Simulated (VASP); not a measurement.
A run of VASP 6.6.1 is set up as follows.

The input INCAR:

```
PREC     = Accurate       # precision mode
ENCUT    = 520            # plane-wave cutoff, eV
EDIFF    = 1E-7           # SCF threshold, eV
ISMEAR   = 0              # smearing method
SIGMA    = 0.15           # smearing width, eV
LREAL    = False          # projectors in reciprocal space
LASPH    = True           # aspherical terms in the spheres
NELM     = 80             # most SCF steps
ALGO     = Normal         # electronic algorithm
ISIF     = 2              # what is computed and relaxed
LWAVE    = False          # write WAVECAR
LCHARG   = True           # write CHGCAR
GGA      = PE             # functional
LELF     = True           # ELF
LVHAR    = True         
NBANDS   = 18             # bands
```

The input KPOINTS:

```
regular mesh
0
Gamma
  18 18 18
```

File POSCAR:

```
Si2W
1.0
   -1.5919705135      1.5919705135      4.0464706513
    1.5919705135     -1.5919705135      4.0464706513
    1.5919705135      1.5919705135     -4.0464706513
Si W
2 1
Direct
    0.3027953053      0.3027953053      0.0000000000
    0.6972046947      0.6972046947      0.0000000000
    0.0000000000      0.0000000000      0.0000000000
```

Potentials or basis: VASP PAW PBE potentials, release 64 (Si, W_sv).

Launch:

```sh
$ cat potpaw_PBE.64/Si/POTCAR potpaw_PBE.64/W_sv/POTCAR > POTCAR
$ mpirun -np 1 vasp_std > vasp.out
```

Estimate the largest force.

3.805 eV/Å.

Predict the pressure.

4.6 GPa.

Predict the band gap on the k mesh.

zero (bands 11 and 12 overlap by 2.24 eV).

Stress tensor (GPa, compression positive):
```
6.61 0.00 0.00
0.00 6.61 0.00
0.00 0.00 0.72
```

Caveat: the cell stands under pressure; spin-orbit coupling is left out, which moves the levels of the heavy elements; forces of over 1 eV/Å act on the atoms, so gaps and moduli don't describe the material at rest.
